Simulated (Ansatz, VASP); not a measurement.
# Two plane-wave programs on Lu

```
Lu
1.0
     3.34363    0.00000    0.00000
    -1.67182    2.89567    0.00000
     0.00000    0.00000    3.20063
Lu
1
Direct
  0.00000 0.00000 0.50000
```

Alike in both runs: task relaxation of cell and atoms; functional PBE; k mesh 21 × 21 × 18; occupations gaussian, width 0.1 eV; no spin polarisation.

```csv
,VASP,Ansatz
version,VASP 6.6.1,Ansatz 0.2.0
potentials or method,"VASP PAW PBE potentials, release 64 (Lu), cutoff 600 eV","scalar-relativistic, plane waves, PAW"
valence electrons in the cell,25,25
```

```tsv
	VASP	Ansatz	Ansatz less VASP
gap on the k mesh at the Fermi level, each at its own relaxed structure (eV)	none	none	-
relaxed volume (Å³/atom)	31.20	31.00	-0.197
relaxed cell length with the largest relative difference (Å)	3.315	3.308	-0.0073
```

A gap of «none» marks a metal or a gap that the smearing closes.

Spin-orbit coupling is off throughout.
